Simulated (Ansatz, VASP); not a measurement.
## Ca2SnF6: VASP beside Ansatz

The input INCAR:

```
PREC = Accurate ; ENCUT = 600
EDIFF = 1E-6 ; ISMEAR = 0
SIGMA = 0.02 ; LREAL = F
LASPH = T ; NELM = 100
ALGO = Normal ; ISIF = 3
LWAVE = F ; LCHARG = F
GGA = PE ; IBRION = 2
NSW = 100 ; EDIFFG = -0.01
```

Contents of KPOINTS:

```
regular mesh
0
Gamma
  6 6 6
```

Contents of POSCAR:

```
Ca2SnF6
1.0
    0.0000000000      4.1348313059      4.1348313059
    4.1348313059      0.0000000000      4.1348313059
    4.1348313059      4.1348313059      0.0000000000
Ca Sn F
2 1 6
Direct
    0.2500000000      0.2500000000      0.2500000000
    0.7500000000      0.7500000000      0.7500000000
    0.0000000000      0.0000000000      0.0000000000
    0.7326817418      0.2673182582      0.2673182582
    0.2673182582      0.7326817418      0.7326817418
    0.2673182582      0.7326817418      0.2673182582
    0.7326817418      0.2673182582      0.7326817418
    0.2673182582      0.2673182582      0.7326817418
    0.7326817418      0.7326817418      0.2673182582
```

Input for Ansatz:

```yaml
crystal:
  lattice:
    - [0.0, 4.1348313059, 4.1348313059]
    - [4.1348313059, 0.0, 4.1348313059]
    - [4.1348313059, 4.1348313059, 0.0]
  atoms:
    - { symbol: Ca, position: [0.25, 0.25, 0.25] }
    - { symbol: Ca, position: [0.75, 0.75, 0.75] }
    - { symbol: Sn, position: [0.0, 0.0, 0.0] }
    - { symbol: F, position: [0.7326817418, 0.2673182582, 0.2673182582] }
    - { symbol: F, position: [0.2673182582, 0.7326817418, 0.7326817418] }
    - { symbol: F, position: [0.2673182582, 0.7326817418, 0.2673182582] }
    - { symbol: F, position: [0.7326817418, 0.2673182582, 0.7326817418] }
    - { symbol: F, position: [0.2673182582, 0.2673182582, 0.7326817418] }
    - { symbol: F, position: [0.7326817418, 0.7326817418, 0.2673182582] }
basis:
  ecutwfc: 420
kpoints:
  mp_grid: { grid: [6, 6, 6] }
hamiltonian:
  xc: pbe
scf:
  occupations: { method: gaussian, width: 0.02 }
output:
  forces: true
  stress: true
  eigenvalues: true
  write_density: true
  write_potential: true
  elf: true
  volumetric_format: npy
relax:
  adjacent_minimum: "off"
  f_tol: 0.01
  max_steps: 80
  cell: { stress_tol: 0.05 }
```

Change from the starting cell: ordered vacancies on the cation sites of perovskite (Fm-3m, No. 225).

Alike in both runs: task relaxation of cell and atoms; functional PBE; k mesh 6 × 6 × 6; occupations gaussian, width 0.02 eV; no spin polarisation.

```csv
,VASP,Ansatz
version,VASP 6.6.1,Ansatz 0.2.0
potentials or method,"VASP PAW PBE potentials, release 64 (Ca_sv, Sn_d, F), cutoff 600 eV","scalar-relativistic, plane waves, PAW"
valence electrons in the cell,76,76
```

```tsv
	VASP	Ansatz	Ansatz less VASP
gap on the k mesh at the Fermi level, each at its own relaxed structure (eV)	1.43	1.40	-0.031
relaxed volume (Å³/atom)	15.67	15.71	+0.040
relaxed cell length with the largest relative difference (Å)	5.843	5.848	+0.0049
```
